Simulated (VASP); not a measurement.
# Mo2C3 (R-3m) in VASP: a series of runs

Mo2C3 is run at these levels: PBE; tasks: single point.

Everything below comes from runs of VASP 6.6.1. Logs are shortened: lines on timing, memory, paths and dates and some standing lists are left out, and cuts for length are marked.

### Step 1. The cell of the first run

Symmetry: R-3m, No. 166, trigonal system. Conventional cell: a = 2.976 Å, b = 2.976 Å, c = 20.693 Å, α = 90.00°, β = 90.00°, γ = 120.00°. Mo (site symmetry 3m) has 6 C at 2.09 to 2.20 Å within 2.8 Å. Within 2.9 Å of C (site symmetry -3m) lie 6 Mo at 2.20 Å. C (site symmetry 3m) has 3 Mo at 2.09 Å and 3 C at 2.47 Å within 2.8 Å.

### Step 2. Single point, PBE

The input, INCAR:

```
SYSTEM = Mo2C3
PREC = Accurate
ENCUT = 520
EDIFF = 1E-6
ISMEAR = 0
SIGMA = 0.1
LREAL = .False.
LASPH = .True.
NELM = 100
ALGO = Normal
ISIF = 2
LWAVE = .False.
LCHARG = .False.
GGA = PE
NBANDS = 28
```

The input, KPOINTS:

```
Automatic mesh
0
Gamma
  6 6 6
  0 0 0
```

The input, POSCAR:

```
Mo2C3
1.0
    1.4879907570      0.8590918641      6.8975919503
   -1.4879907570      0.8590918641      6.8975919503
    0.0000000000     -1.7181837282      6.8975919503
Mo C
2 3
Direct
    0.4000000000      0.4000000000      0.4000000000
    0.6000000000      0.6000000000      0.6000000000
    0.0000000000      0.0000000000      0.0000000000
    0.2095000000      0.2095000000      0.2095000000
    0.7905000000      0.7905000000      0.7905000000
```

Potentials or basis: VASP PAW PBE potentials, release 64 (Mo_sv, C).

Launch:

```
$ cat potpaw_PBE.64/Mo_sv/POTCAR potpaw_PBE.64/C/POTCAR > POTCAR
$ mpirun -np 1 vasp_std > vasp.out
```

OUTCAR:

```text
SYSTEM = Mo2C3
   PREC = Accurate
   ENCUT = 520
   EDIFF = 1E-6
   ISMEAR = 0
   LREAL = .False.
   LASPH = .True.
   NELM = 100
   ISIF = 2
   GGA = PE

 ion  position               nearest neighbor table
   1  0.400  0.400  0.400-   5 2.09   5 2.09   5 2.09   3 2.20   3 2.20   3 2.20   2 3.25   2 3.25
                             2 3.25
   2  0.600  0.600  0.600-   4 2.09   4 2.09   4 2.09   3 2.20   3 2.20   3 2.20   1 3.25   1 3.25
                             1 3.25
   3  0.000  0.000  0.000-   2 2.20   1 2.20   2 2.20   2 2.20   1 2.20   1 2.20
   4  0.209  0.209  0.209-   2 2.09   2 2.09   2 2.09
   5  0.791  0.791  0.791-   1 2.09   1 2.09   1 2.09

  LATTYP: Found a trigonal (rhomboedric) cell.
 ALAT       =     7.1083704206
 COS(alpha) =     0.9123624232

  Lattice vectors:

 A1 = (   1.4879907570,   0.8590918641,   6.8975919503)
 A2 = (  -1.4879907570,   0.8590918641,   6.8975919503)
 A3 = (   0.0000000000,  -1.7181837282,   6.8975919503)

Analysis of symmetry for initial positions (statically):
=====================================================================
 Subroutine PRICEL returns:
 Original cell was already a primitive cell.

 Routine SETGRP: Setting up the symmetry group for a
 trigonal (rhombohedral) supercell.

 Subroutine GETGRP returns: Found 12 space group operations
 (whereof 12 operations were pure point group operations)
 out of a pool of 12 trial point group operations.

The static configuration has the point symmetry D_3d.

Analysis of symmetry for dynamics (positions and initial velocities):
=====================================================================
 Subroutine PRICEL returns:
 Original cell was already a primitive cell.

 Routine SETGRP: Setting up the symmetry group for a
 trigonal (rhombohedral) supercell.

 Subroutine GETGRP returns: Found 12 space group operations
 (whereof 12 operations were pure point group operations)
 out of a pool of 12 trial point group operations.

The dynamic configuration has the point symmetry D_3d.

 Subroutine INISYM returns: Found 12 space group operations
 (whereof 12 operations are pure point group operations),
 and found     1 'primitive' translations

----------------------------------------------------------------------------------------

                                     Primitive cell

  volume of cell :      52.9040

  direct lattice vectors                    reciprocal lattice vectors
     1.487990757  0.859091864  6.897591950     0.336023593  0.194003312  0.048326044
    -1.487990757  0.859091864  6.897591950    -0.336023593  0.194003312  0.048326044
     0.000000000 -1.718183728  6.897591950     0.000000000 -0.388006623  0.048326044

  length of vectors
     7.108370421  7.108370421  7.108370421     0.391004535  0.391004535  0.391004535

  position of ions in fractional coordinates (direct lattice)
     0.400000000  0.400000000  0.400000000
     0.600000000  0.600000000  0.600000000
     0.000000000  0.000000000  0.000000000
     0.209500000  0.209500000  0.209500000
     0.790500000  0.790500000  0.790500000

  ion indices of the primitive-cell ions
   primitive index   ion index
                 1           1
                 2           2
                 3           3
                 4           4
                 5           5

----------------------------------------------------------------------------------------

 KPOINTS: Automatic mesh

Automatic generation of k-mesh.
 Grid dimensions read from file:
 generate k-points for:    6    6    6

 Generating k-lattice:

  Cartesian coordinates                     Fractional coordinates (reciprocal lattice)
     0.056003932  0.032333885  0.008054341     0.166666667 -0.000000000  0.000000000
    -0.056003932  0.032333885  0.008054341    -0.000000000  0.166666667  0.000000000
     0.000000000 -0.064667771  0.008054341     0.000000000  0.000000000  0.166666667

  Length of vectors
     0.065167422  0.065167422  0.065167422

  Shift w.r.t. Gamma in fractional coordinates (k-lattice)
     0.000000000  0.000000000  0.000000000

 Subroutine IBZKPT returns following result:
 ===========================================

 Found     32 irreducible k-points:

 Following reciprocal coordinates:
            Coordinates               Weight
  0.000000  0.000000  0.000000      1.000000
  0.166667 -0.000000 -0.000000      6.000000
  0.333333 -0.000000  0.000000      6.000000
  0.500000  0.000000 -0.000000      3.000000
  0.166667  0.166667  0.000000      6.000000
  0.333333  0.166667  0.000000     12.000000
[... 16 lines left out ...]
  0.500000  0.500000  0.166667      6.000000
 -0.333333  0.500000  0.166667     12.000000
 [... further k-points ...]
   k-points           NKPTS =     32   k-points in BZ     NKDIM =     32   number of bands    NBANDS=     28
   number of dos      NEDOS =    301   number of ions     NIONS =      5
   total plane-waves  NPLWV = 157464
   dimension x,y,z NGX =    54 NGY =   54 NGZ =   54
   dimension x,y,z NGXF=   108 NGYF=  108 NGZF=  108
   ions per type =               2   3
   NGX,Y,Z   is equivalent  to a cutoff of  12.63, 12.63, 12.63 a.u.
   NGXF,Y,Z  is equivalent  to a cutoff of  25.26, 25.26, 25.26 a.u.
 SYSTEM =  Mo2C3
   PREC   = accura    normal or accurate (medium, high low for compatibility)
   ISTART =      0    job   : 0-new  1-cont  2-samecut
   ICHARG =      2    charge: 1-file 2-atom 10-const
   ISPIN  =      1    spin polarized calculation?
   LNONCOLLINEAR =      F non collinear calculations
   LSORBIT =      F    spin-orbit coupling
   LASPH  =      T    aspherical Exc in radial PAW
   ENCUT  =  520.0 eV  38.22 Ry    6.18 a.u.  13.22 13.22 13.22*2*pi/ulx,y,z
   NELM   =    100;   NELMIN=  2; NELMDL= -5     # of ELM steps
   EDIFF  = 0.1E-05   stopping-criterion for ELM
   LREAL  =      F    real-space projection
   EDIFFG = 0.1E-04   stopping-criterion for IOM
   NSW    =      0    number of steps for IOM
   IBRION =     -1    ionic relax: 0-MD 1-quasi-New 2-CG
   NFREE  =      0    steps in history (QN), initial steepest desc. (CG)
   ISIF   =      2    stress and relaxation
   ISYM   =      2    0-nonsym 1-usesym 2-fastsym
   POTIM  = 0.5000    time-step for ionic-motion
   TEBEG  =    0.0;   TEEND  =   0.0 temperature during run
   PSTRESS=    0.0 pullay stress
   NELECT =      40.0000    total number of electrons
   NUPDOWN=      -1.0000    fix difference up-down
   EMIN   =  10.00;   EMAX   =-10.00  energy-range for DOS
   EFERMI =   0.00;   METHOD = LEGACY
   ISMEAR =     0;   SIGMA  =   0.10  broadening in eV -4-tet -1-fermi 0-gaus
   EFERMI_NEDOS =   21; number of points for ismear=-14 and -15
   IALGO  =     38    algorithm
   IMIX   =      4    mixing-type and parameters
     AMIX     =   0.40;   BMIX     =  1.00
     AMIX_MAG =   1.60;   BMIX_MAG =  1.00
  volume/ion in A,a.u.               =      10.58        71.40
  Fermi-wavevector in a.u.,A,eV,Ry     =   1.491415  2.818366 30.263711  2.224320
  Thomas-Fermi vector in A             =   2.604073
   LORBIT       =      0    0 simple, 1 ext, 2 COOP (PROOUT), +10 PAW based schemes
   GGA     = PE    functional components
   LHFCALC =     F    Hartree Fock is set to
   AEXX    =    0.0000 exact exchange contribution
   IVDW    =     0    specifies the selected vdW correction
   LEPSILON=     F    determine dielectric tensor
   LRPA    =     F    only Hartree local field effects (RPA)
 non-spin polarized calculation
 Gauss-broadening in eV      SIGMA  =   0.10
  energy-cutoff  :      520.00
  volume of cell :       52.90
 maximum number of plane-waves:      1457
 NGX is ok and might be reduce to    54
   NGX = 27   NGY = 27   NGZ = 27

 number of electron      40.0000001 magnetization

 Free energy of the ion-electron system (eV)
  ---------------------------------------------------
  ext. energy  EPLUGINS =         0.00000000
  ---------------------------------------------------
  free energy    TOTEN  =       -44.02264217 eV

  energy without entropy =      -44.01639226  energy(sigma->0) =      -44.01951722

 E-fermi :   9.9071     XC(G=0): -12.8696

 val. band max:        9.8438848229   @ k =  -0.3333   0.5000   0.1667
 cond. band min:       9.9955856793   @ k =   0.5000   0.1667   0.1667
 fundamental gap:      0.1517008565
 Fermi energy:         9.9070553226

 k-point     1 :       0.0000    0.0000    0.0000
  band No.  band energies     occupation
      1     -51.5518      2.00000
      2     -51.5287      2.00000
      3     -25.7752      2.00000
      4     -25.5250      2.00000
      5     -25.3600      2.00000
      6     -25.3600      2.00000
[... 20 lines left out ...]
     27      14.4561      0.00000
     28      14.6998      0.00000

 k-point     2 :       0.1667   -0.0000   -0.0000
  band No.  band energies     occupation
      1     -51.5281      2.00000
      2     -51.5078      2.00000
      3     -25.7302      2.00000
      4     -25.5666      2.00000
      5     -25.5279      2.00000
      6     -25.4867      2.00000
[... 20 lines left out ...]
     27      15.4545      0.00000
     28      16.2658      0.00000

 k-point     3 :       0.3333   -0.0000    0.0000
  band No.  band energies     occupation
      1     -51.4798      2.00000
      2     -51.4665      2.00000
      3     -25.9230      2.00000
      4     -25.8869      2.00000
      5     -25.6148      2.00000
      6     -25.4959      2.00000
[... 20 lines left out ...]
     27      15.1504      0.00000
     28      16.2267      0.00000

 k-point     4 :       0.5000    0.0000   -0.0000
  band No.  band energies     occupation
      1     -51.4544      2.00000
      2     -51.4467      2.00000
      3     -26.0986      2.00000
      4     -26.0560      2.00000
      5     -25.5526      2.00000
      6     -25.5392      2.00000
[... 578 lines left out ...]
     27      15.4007      0.00000
     28      16.3448      0.00000

 k-point    23 :       0.5000    0.5000    0.1667
  band No.  band energies     occupation
      1     -51.4797      2.00000
      2     -51.4666      2.00000
      3     -25.9224      2.00000
      4     -25.8878      2.00000
      5     -25.6095      2.00000
      6     -25.4963      2.00000
[... 20 lines left out ...]
     27      15.0620      0.00000
     28      16.8439      0.00000

 k-point    24 :      -0.3333    0.5000    0.1667
  band No.  band energies     occupation
      1     -51.4543      2.00000
      2     -51.4469      2.00000
      3     -26.0031      2.00000
      4     -25.9712      2.00000
      5     -25.6370      2.00000
      6     -25.6013      2.00000
[... 20 lines left out ...]
     27      15.6029      0.00000
     28      16.2083      0.00000

 [... further k-points ...]

------------------------ aborting loop because EDIFF is reached ----------------------------------------

  FORCE on cell =-STRESS in cart. coord.  units (eV):
  Direction    XX          YY          ZZ          XY          YZ          ZX
  --------------------------------------------------------------------------------------
  -------------------------------------------------------------------------------------
  Total        2.1453611      2.1453611     -0.2045118      0.0000000      0.0000000      0.0000000
  in kB       64.9714246     64.9714246     -6.1935592      0.0000000      0.0000000      0.0000000
  external PRESSURE =      41.2497633 kB  Pullay stress =       0.0000000 kB

 VOLUME and BASIS-vectors are now :
 -----------------------------------------------------------------------------
  energy-cutoff  :      520.00
  volume of cell :       52.90
      direct lattice vectors                 reciprocal lattice vectors
     1.487990757  0.859091864  6.897591950     0.336023593  0.194003312  0.048326044
    -1.487990757  0.859091864  6.897591950    -0.336023593  0.194003312  0.048326044
     0.000000000 -1.718183728  6.897591950     0.000000000 -0.388006623  0.048326044

 POSITION                                       TOTAL-FORCE (eV/Angst)
 -----------------------------------------------------------------------------------
      0.00000      0.00000      8.27711         0.000000      0.000000     -0.579984
      0.00000      0.00000     12.41567         0.000000      0.000000      0.579984
      0.00000      0.00000      0.00000         0.000000      0.000000      0.000000
      0.00000      0.00000      4.33514         0.000000      0.000000      1.016250
      0.00000      0.00000     16.35764         0.000000     -0.000000     -1.016250
 -----------------------------------------------------------------------------------
    total drift:                               -0.000000     -0.000000      0.000000

  FREE ENERGIE OF THE ION-ELECTRON SYSTEM (eV)
  ---------------------------------------------------
  free  energy   TOTEN  =       -44.0226421726 eV

  energy  without entropy=      -44.0163922594  energy(sigma->0) =      -44.01951722
```

Wall time 2.4 min (1 thread of AMD EPYC 9R45 (Zen 5), shared host); peak memory 0.33 GiB.

Results:

| Item | Value |
| --- | --- |
| Free energy | -44.0226 eV |
| Pressure | 4.1 GPa |
| Largest force | 1.016 eV/Å |
| Band gap on the k mesh | zero (band 20 reaches 10.32 eV, above the bottom of band 21 at 9.66 eV) |

Forces on the atoms (eV/Å):
```
Mo   0.000  0.000 -0.580
Mo   0.000  0.000  0.580
C    0.000  0.000  0.000
C    0.000  0.000  1.016
C    0.000  0.000 -1.016
```

Stress tensor (GPa, compression positive):
```
 6.50  0.00  0.00
 0.00  6.50  0.00
 0.00  0.00 -0.62
```

Levels at points of the mesh, in eV from the Fermi level:
```tsv
k point	band 17	band 18	band 19	band 20	band 21	band 22	band 23	band 24
(0.00, 0.00, 0.00)	-3.08	-0.29	-0.29	0.42	0.42	0.52	1.20	1.40
(0.50, 0.00, 0.00)	-2.63	-1.35	-1.02	-0.34	0.58	2.16	2.34	2.34
(0.50, 0.50, 0.00)	-1.86	-1.83	-0.46	-0.45	0.34	1.74	2.14	2.34
(0.50, 0.50, 0.50)	-2.74	-0.84	-0.38	-0.38	0.38	0.38	1.13	1.13
```

Caveat: the k points lie up to 0.41 Å⁻¹ apart; forces of over 1 eV/Å act on the atoms, so gaps and moduli don't describe the material at rest.

### Step 3. Single point, PBE

This run uses another cell than the first one, of 13.04 Å³/atom, 1.233 times its volume.

The input, INCAR:

```
  ALGO = Normal
  EDIFF = 1E-7
  ENCUT = 520
  GGA = PE
  ISIF = 2
  ISMEAR = 0
  LASPH = T
  LCHARG = T
  LELF = T
  LREAL = F
  LVHAR = T
  LWAVE = F
  NBANDS = 28
  NELM = 80
  PREC = Accurate
  SIGMA = 0.1
```

The input, KPOINTS:

```
k-points
0
Gamma
  6 6 6
```

The input, POSCAR:

```
Mo2C3
1.0
    1.5334250315      0.8853233547      8.0052233532
   -1.5334250315      0.8853233547      8.0052233532
    0.0000000000     -1.7706467094      8.0052233532
Mo C
2 3
Direct
    0.3902258873      0.3902258873      0.3902258873
    0.6097741127      0.6097741127      0.6097741127
    0.0000000000      0.0000000000      0.0000000000
    0.2349234286      0.2349234286      0.2349234286
    0.7650765714      0.7650765714      0.7650765714
```

Potentials or basis: VASP PAW PBE potentials, release 64 (Mo_sv, C).

Launch:

```
$ cat potpaw_PBE.64/Mo_sv/POTCAR potpaw_PBE.64/C/POTCAR > POTCAR
$ mpirun -np 1 vasp_std > vasp.out
```

Run time: 5 min. Hardware: 1 thread of AMD EPYC 9R45 (Zen 5), shared host; peak memory 0.52 GiB.

Results (log left out):

```
Free energy            : -44.6896 eV
Pressure               : 0.4 GPa
Largest force          : 0.016 eV/Å
Band gap on the k mesh : 0.32 eV, indirect (the least direct gap lies 2.4 meV higher)
```

Forces on the atoms (eV/Å):
```
Mo   0.000  0.000  0.005
Mo   0.000  0.000 -0.005
C    0.000  0.000  0.000
C    0.000  0.000 -0.016
C    0.000  0.000  0.016
```

Stress tensor (GPa, compression positive):
```
0.40 0.00 0.00
0.00 0.40 0.00
0.00 0.00 0.51
```

Levels at points of the mesh, in eV from the valence-band top:
| k point | band 17 | band 18 | band 19 | band 20 | band 21 | band 22 | band 23 | band 24 |
| --- | --- | --- | --- | --- | --- | --- | --- | --- |
| (0.00, 0.00, 0.00) | -3.54 | -0.41 | -0.41 | 0.00 | 0.32 | 0.32 | 1.32 | 1.32 |
| (0.50, 0.00, 0.00) | -1.89 | -1.79 | -1.17 | -0.12 | 1.14 | 1.75 | 1.93 | 2.02 |
| (0.50, 0.50, 0.00) | -2.23 | -1.46 | -1.21 | -0.16 | 1.54 | 1.64 | 1.75 | 1.93 |
| (0.50, 0.50, 0.50) | -3.49 | -0.42 | -0.42 | -0.33 | 0.32 | 0.32 | 1.32 | 1.32 |

### Step 4. Single point, PBE

This run uses another cell than the first one, of 13.62 Å³/atom, 1.287 times its volume.

The input, INCAR:

```
SYSTEM = Mo2C3
PREC = Accurate
ENCUT = 520
EDIFF = 1E-6
ISMEAR = 0
SIGMA = 0.02
LREAL = .False.
LASPH = .True.
NELM = 100
ALGO = Normal
ISIF = 2
LWAVE = .False.
LCHARG = .False.
GGA = PE
NBANDS = 28
```

The input, KPOINTS:

```
Automatic mesh
0
Gamma
  12 12 12
  0 0 0
```

The input, POSCAR:

```
Mo2C3
1.0
    1.5323232400      0.8846872351      8.3695446461
   -1.5323232400      0.8846872351      8.3695446461
    0.0000000000     -1.7693744702      8.3695446461
Mo C
2 3
Direct
    0.3881922576      0.3881922576      0.3881922576
    0.6118077424      0.6118077424      0.6118077424
    0.0000000000      0.0000000000      0.0000000000
    0.2389585319      0.2389585319      0.2389585319
    0.7610414681      0.7610414681      0.7610414681
```

Launch:

```
$ cat potpaw_PBE.64/Mo_sv/POTCAR potpaw_PBE.64/C/POTCAR > POTCAR
$ mpirun -np 1 vasp_std > vasp.out
```

It took 23 min on 1 thread of AMD EPYC 9R45 (Zen 5), shared host; peak memory 0.71 GiB.

The run converged. Its results:

```yaml
Free_energy: -44.6820 eV
Pressure: 0.3 GPa
Largest_force: 0.019 eV/Å
Band_gap_on_the_k_mesh: 0.20 eV, indirect (least direct gap 0.22 eV)
```

Forces on the atoms (eV/Å):
```
Mo   0.000  0.000  0.009
Mo   0.000  0.000 -0.009
C    0.000  0.000  0.000
C    0.000  0.000 -0.019
C    0.000  0.000  0.019
```

Levels at points of the mesh, in eV from the valence-band top:
```
           k point  band 18  band 19  band 20  band 21  band 22  band 23
(0.00, 0.00, 0.00)    -0.50    -0.50    -0.19     0.20     0.20     1.23
(0.50, 0.00, 0.00)    -1.82    -1.35    -0.23     1.12     1.66     1.81
(0.50, 0.50, 0.00)    -1.64    -1.37    -0.24     1.37     1.61     1.65
(0.50, 0.50, 0.50)    -0.50    -0.50    -0.42     0.20     0.20     1.23
```

A k mesh can miss the band edges.

### Step 5. Overview

| cell | k mesh | smearing | gap on the mesh (eV) | pressure (GPa) | largest force (eV/Å) |
| --- | --- | --- | --- | --- | --- |
| a = 7.108 Å, angles 24.2°, 5 atoms | 6 × 6 × 6 | gaussian 0.1 eV | none | 4.1 | 1.02 |
| a = 8.199 Å, angles 21.6°, 5 atoms | 6 × 6 × 6 | gaussian 0.1 eV | 0.32 | 0.4 | 0.02 |
| a = 8.555 Å, angles 20.6°, 5 atoms | 12 × 12 × 12 | gaussian 0.02 eV | 0.20 | 0.3 | 0.02 |

Alike in all rows: task single point; level PBE; potentials or basis VASP PAW PBE potentials, release 64 (Mo_sv, C); no spin polarisation; cutoff (eV) 520.

Caveats: some runs use coarse meshes; forces of over 1 eV/Å act on the atoms, so gaps and moduli don't describe the material at rest (some runs).

Absolute energies hang on the potentials; compare differences alone.
